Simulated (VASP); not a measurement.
# TePt3 (Pm-3m) in VASP: notebook, part 2 of 2

VASP 6.6.1.

## Step 5: Relaxation of cell and atoms, PBE

Input file INCAR:

```
ALGO     = Fast           # electronic algorithm
EDIFF    = 1E-7           # SCF threshold, eV
EDIFFG   = -0.01          # ionic threshold
ENCUT    = 600            # plane-wave cutoff, eV
GGA      = PE             # functional
IBRION   = 2              # ionic algorithm
ISIF     = 3              # what is computed and relaxed
ISMEAR   = 0              # smearing method
LASPH    = True           # aspherical terms in the spheres
LCHARG   = False          # write CHGCAR
LREAL    = False          # projectors in reciprocal space
LWAVE    = False          # write WAVECAR
NELM     = 80             # most SCF steps
NSW      = 100            # ionic steps
PREC     = Accurate       # precision mode
SIGMA    = 0.1            # smearing width, eV
```

Input file KPOINTS:

```
k-points
0
Gamma
  12 12 12
```

Input file POSCAR:

```
TePt3
1.0
    4.1355381314      0.0000000000      0.0000000000
    0.0000000000      4.1355381314      0.0000000000
    0.0000000000      0.0000000000      4.1355381314
Te Pt
1 3
Direct
    0.0000000000      0.0000000000      0.0000000000
    0.0000000000      0.5000000000      0.5000000000
    0.5000000000      0.0000000000      0.5000000000
    0.5000000000      0.5000000000      0.0000000000
```

Potentials or basis: VASP PAW PBE potentials, release 64 (Te, Pt).

Launch:

```sh
$ cat potpaw_PBE.64/Te/POTCAR potpaw_PBE.64/Pt/POTCAR > POTCAR
$ mpirun -np 1 vasp_std > vasp.out
```

OUTCAR:

```text
EDIFF = 1E-7
   EDIFFG = -0.01
   ENCUT = 600
   GGA = PE
   IBRION = 2
   ISIF = 3
   ISMEAR = 0
   LASPH = True
   LREAL = False
   NELM = 80
   NSW = 100
   PREC = Accurate

 ion  position               nearest neighbor table
   1  0.000  0.000  0.000-   2 2.92   3 2.92   4 2.92   2 2.92   3 2.92   2 2.92   4 2.92   2 2.92
                             3 2.92   4 2.92   3 2.92   4 2.92
   2  0.000  0.500  0.500-   1 2.92   3 2.92   4 2.92   1 2.92   4 2.92   1 2.92   3 2.92   1 2.92
                             3 2.92   4 2.92   4 2.92   3 2.92
   3  0.500  0.000  0.500-   1 2.92   2 2.92   4 2.92   1 2.92   4 2.92   2 2.92   4 2.92   4 2.92
                             1 2.92   2 2.92   1 2.92   2 2.92
   4  0.500  0.500  0.000-   1 2.92   2 2.92   3 2.92   2 2.92   3 2.92   1 2.92   3 2.92   3 2.92
                             1 2.92   2 2.92   2 2.92   1 2.92

  LATTYP: Found a simple cubic cell.
 ALAT       =     4.1355381314

  Lattice vectors:

 A1 = (   4.1355381314,   0.0000000000,   0.0000000000)
 A2 = (   0.0000000000,   4.1355381314,   0.0000000000)
 A3 = (   0.0000000000,   0.0000000000,   4.1355381314)

Analysis of symmetry for initial positions (statically):
=====================================================================
 Subroutine PRICEL returns:
 Original cell was already a primitive cell.

 Routine SETGRP: Setting up the symmetry group for a
 simple cubic supercell.

 Subroutine GETGRP returns: Found 48 space group operations
 (whereof 48 operations were pure point group operations)
 out of a pool of 48 trial point group operations.

The static configuration has the point symmetry O_h .

Analysis of symmetry for dynamics (positions and initial velocities):
=====================================================================
 Subroutine PRICEL returns:
 Original cell was already a primitive cell.

 Routine SETGRP: Setting up the symmetry group for a
 simple cubic supercell.

 Subroutine GETGRP returns: Found 48 space group operations
 (whereof 48 operations were pure point group operations)
 out of a pool of 48 trial point group operations.

The dynamic configuration has the point symmetry O_h .

 Subroutine INISYM returns: Found 48 space group operations
 (whereof 48 operations are pure point group operations),
 and found     1 'primitive' translations

----------------------------------------------------------------------------------------

                                     Primitive cell

  volume of cell :      70.7288

  direct lattice vectors                    reciprocal lattice vectors
     4.135538131  0.000000000  0.000000000     0.241806500  0.000000000  0.000000000
     0.000000000  4.135538131  0.000000000     0.000000000  0.241806500  0.000000000
     0.000000000  0.000000000  4.135538131     0.000000000  0.000000000  0.241806500

  length of vectors
     4.135538131  4.135538131  4.135538131     0.241806500  0.241806500  0.241806500

  position of ions in fractional coordinates (direct lattice)
     0.000000000  0.000000000  0.000000000
     0.000000000  0.500000000  0.500000000
[... 43 lines left out ...]
  0.416667  0.000000  0.000000      6.000000
[... 16 lines left out ...]
  0.333333  0.333333  0.000000     12.000000
  0.416667  0.333333  0.000000     24.000000
 [... further k-points ...]
   k-points           NKPTS =     84   k-points in BZ     NKDIM =     84   number of bands    NBANDS=     22
   number of dos      NEDOS =    301   number of ions     NIONS =      4
   total plane-waves  NPLWV =  46656
   dimension x,y,z NGX =    36 NGY =   36 NGZ =   36
   dimension x,y,z NGXF=    72 NGYF=   72 NGZF=   72
   ions per type =               1   3
   NGX,Y,Z   is equivalent  to a cutoff of  14.47, 14.47, 14.47 a.u.
   NGXF,Y,Z  is equivalent  to a cutoff of  28.94, 28.94, 28.94 a.u.
 SYSTEM =  unknown system
   PREC   = accura    normal or accurate (medium, high low for compatibility)
   ISTART =      0    job   : 0-new  1-cont  2-samecut
   ICHARG =      2    charge: 1-file 2-atom 10-const
   ISPIN  =      1    spin polarized calculation?
   LNONCOLLINEAR =      F non collinear calculations
   LSORBIT =      F    spin-orbit coupling
   LASPH  =      T    aspherical Exc in radial PAW
   ENCUT  =  600.0 eV  44.10 Ry    6.64 a.u.   8.26  8.26  8.26*2*pi/ulx,y,z
   NELM   =     80;   NELMIN=  2; NELMDL= -5     # of ELM steps
   EDIFF  = 0.1E-06   stopping-criterion for ELM
   LREAL  =      F    real-space projection
   EDIFFG = -.1E-01   stopping-criterion for IOM
   NSW    =    100    number of steps for IOM
   IBRION =      2    ionic relax: 0-MD 1-quasi-New 2-CG
   NFREE  =      1    steps in history (QN), initial steepest desc. (CG)
   ISIF   =      3    stress and relaxation
   ISYM   =      2    0-nonsym 1-usesym 2-fastsym
   POTIM  = 0.5000    time-step for ionic-motion
   TEBEG  =    0.0;   TEEND  =   0.0 temperature during run
   PSTRESS=    0.0 pullay stress
   NELECT =      36.0000    total number of electrons
   NUPDOWN=      -1.0000    fix difference up-down
   EMIN   =  10.00;   EMAX   =-10.00  energy-range for DOS
   EFERMI =   0.00;   METHOD = LEGACY
   ISMEAR =     0;   SIGMA  =   0.10  broadening in eV -4-tet -1-fermi 0-gaus
   EFERMI_NEDOS =   21; number of points for ismear=-14 and -15
   IALGO  =     68    algorithm
   IMIX   =      4    mixing-type and parameters
     AMIX     =   0.40;   BMIX     =  1.00
     AMIX_MAG =   1.60;   BMIX_MAG =  1.00
  volume/ion in A,a.u.               =      17.68       119.33
  Fermi-wavevector in a.u.,A,eV,Ry     =   1.307104  2.470069 23.245855  1.708522
  Thomas-Fermi vector in A             =   2.437862
   LORBIT       =      0    0 simple, 1 ext, 2 COOP (PROOUT), +10 PAW based schemes
   GGA     = PE    functional components
   LHFCALC =     F    Hartree Fock is set to
   AEXX    =    0.0000 exact exchange contribution
   IVDW    =     0    specifies the selected vdW correction
   LEPSILON=     F    determine dielectric tensor
   LRPA    =     F    only Hartree local field effects (RPA)
 conjugate gradient relaxation of ions
 non-spin polarized calculation
 RMM-DIIS sequential band-by-band and
 Gauss-broadening in eV      SIGMA  =   0.10
  energy-cutoff  :      600.00
  volume of cell :       70.73
 maximum number of plane-waves:      2391
 NGX is ok and might be reduce to    36
   NGX = 17   NGY = 17   NGZ = 17

--------------------------------------- Ionic step        1  -------------------------------------------

 number of electron      35.9999999 magnetization

 Free energy of the ion-electron system (eV)
  ---------------------------------------------------
  ext. energy  EPLUGINS =         0.00000000
  ---------------------------------------------------
  free energy    TOTEN  =       -20.78915940 eV

  energy without entropy =      -20.75886204  energy(sigma->0) =      -20.77401072

------------------------ aborting loop because EDIFF is reached ----------------------------------------

  FORCE on cell =-STRESS in cart. coord.  units (eV):
  Direction    XX          YY          ZZ          XY          YZ          ZX
  --------------------------------------------------------------------------------------
  -------------------------------------------------------------------------------------
  Total       -0.4654133     -0.4654133     -0.4654133     -0.0000000     -0.0000000      0.0000000
  in kB      -10.5427349    -10.5427349    -10.5427349     -0.0000000     -0.0000000      0.0000000
  external PRESSURE =     -10.5427349 kB  Pullay stress =       0.0000000 kB
[... 63 lines left out ...]
--------------------------------------- Ionic step        3  -------------------------------------------

 number of electron      36.0000001 magnetization

 Free energy of the ion-electron system (eV)
  ---------------------------------------------------
  ext. energy  EPLUGINS =         0.00000000
  ---------------------------------------------------
  free energy    TOTEN  =       -20.79061405 eV

  energy without entropy =      -20.76061302  energy(sigma->0) =      -20.77561354

 E-fermi :  10.7868     XC(G=0): -12.5179

 val. band max:       10.7834694492   @ k =   0.5000   0.3333   0.0833
 cond. band min:      10.7902697982   @ k =   0.2500   0.2500   0.1667
 fundamental gap:      0.0068003490
 Fermi energy:        10.7867804405

 k-point     1 :       0.0000    0.0000    0.0000
  band No.  band energies     occupation
      1      -3.2654      2.00000
      2       4.2283      2.00000
      3       5.4520      2.00000
      4       5.4520      2.00000
      5       5.7532      2.00000
      6       5.7532      2.00000
[... 589 lines left out ...]
     21      13.0907      0.00000
     22      15.6163      0.00000

 [... further k-points ...]

------------------------ aborting loop because EDIFF is reached ----------------------------------------

  FORCE on cell =-STRESS in cart. coord.  units (eV):
  Direction    XX          YY          ZZ          XY          YZ          ZX
  --------------------------------------------------------------------------------------
  -------------------------------------------------------------------------------------
  Total       -0.0115256     -0.0115256     -0.0115256      0.0000000      0.0000000     -0.0000000
  in kB       -0.2626939     -0.2626939     -0.2626939      0.0000000      0.0000000     -0.0000000
  external PRESSURE =      -0.2626939 kB  Pullay stress =       0.0000000 kB
[... 19 lines left out ...]
  FREE ENERGIE OF THE ION-ELECTRON SYSTEM (eV)
  ---------------------------------------------------
  free  energy   TOTEN  =       -20.7906140507 eV

  energy  without entropy=      -20.7606130203  energy(sigma->0) =      -20.77561354

 reached required accuracy - stopping structural energy minimisation
```

It took 2.6 min on 1 thread of Intel Xeon 6975P-C (Granite Rapids), shared host; peak memory 0.32 GiB.

What came out:

- Free energy: -20.7906 eV
- Relaxed volume: 17.57 Å³/atom
- Relaxed cell: a = 4.127 Å, b = 4.127 Å, c = 4.127 Å, α = 90.00°, β = 90.00°, γ = 90.00°
- Space group after relaxing (to 0.1 Å): Pm-3m (No. 221)
- Energy gained by relaxing: 0.4 meV/atom
- Ionic steps: 3
- Pressure after relaxing: 0.0 GPa
- Band gap on the k mesh: zero (bands 18 and 19 overlap by 0.75 eV)

Step by step:
| step | energy change (eV) | largest force (eV/Å) | pressure (GPa) | volume (Å³) |
| --- | --- | --- | --- | --- |
| 1 | 0.0000 | 0.0000 | -1.05 | 70.73 |
| 2 | 0.0031 | 0.0000 | 1.96 | 69.54 |
| 3 | -0.0015 | 0.0000 | -0.03 | 70.29 |

Final structure:
```
Te Pt
1.0
     4.12706    0.00000    0.00000
     0.00000    4.12706    0.00000
     0.00000    0.00000    4.12706
Te Pt
1 3
Direct
  0.00000 0.00000 0.00000
  0.00000 0.50000 0.50000
  0.50000 0.00000 0.50000
  0.50000 0.50000 0.00000
```

Caveat: spin-orbit coupling is left out, which moves the levels of the heavy elements.

## Step 6: Summary

| task | cell | k mesh | cutoff (eV) | gap on the mesh (eV) | pressure (GPa) | relaxed volume (Å³/atom) |
| --- | --- | --- | --- | --- | --- | --- |
| single point | a = 4.136 Å, 4 atoms | 4 × 4 × 4 | 520 | none | -0.6 | - |
| relaxation of cell and atoms | relaxed from a = 4.250 Å, 4 atoms | 4 × 4 × 4 | 600 | none | -0.4 | 17.67 |
| single point | a = 4.130 Å, 4 atoms | 12 × 12 × 12 | 520 | none | -0.4 | - |
| relaxation of cell and atoms | relaxed from a = 4.136 Å, 4 atoms | 12 × 12 × 12 | 600 | none | 0.0 | 17.57 |

Alike in all rows: level PBE; potentials or basis VASP PAW PBE potentials, release 64 (Te, Pt); no spin polarisation; smearing gaussian 0.1 eV.

Caveats: some runs use coarse meshes; spin-orbit coupling is left out, which moves the levels of the heavy elements.

Absolute energies hang on the potentials; compare differences alone.
